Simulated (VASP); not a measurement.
The system is PbSe.

```
Pb Se
1.0
     0.02317    3.08870    3.08870
     3.08870    0.02317    3.08870
     3.11187    3.11187    0.00000
Pb Se
1 1
Direct
  0.00000 0.00000 0.00000
  0.50000 0.50000 0.50000
```

This cell differs from its parent crystal: shear xy strain +1.5%.

Base run:

| Property | Result |
| --- | --- |
| Program | VASP 6.6.1 |
| Functional | r2SCAN |
| Potentials or basis | VASP PAW PBE potentials, release 64 (Pb_d, Se) |
| Cutoff | 520 eV |
| k mesh | 8 × 8 × 8 |
| Occupations | gaussian, width 0.01 eV |
| Spin | no spin polarisation |

Its results: band gap on the k mesh 0.60 eV, indirect (least direct gap 0.66 eV); pressure 0.0 GPa.

Task: The run is repeated on the same cell with these changes: functional from r2SCAN to PBE; occupations from gaussian, width 0.01 eV to fermi-dirac, width 0.02 eV. What comes out?

Result: Band gap on the k mesh 0.31 eV, indirect (least direct gap 0.37 eV); pressure 0.9 GPa.

Caveats: spin-orbit coupling is left out, which moves the levels of the heavy elements; the PAW data sets were made with another functional, which shifts forces and pressure a little (some runs).

A k mesh can miss the band edges.
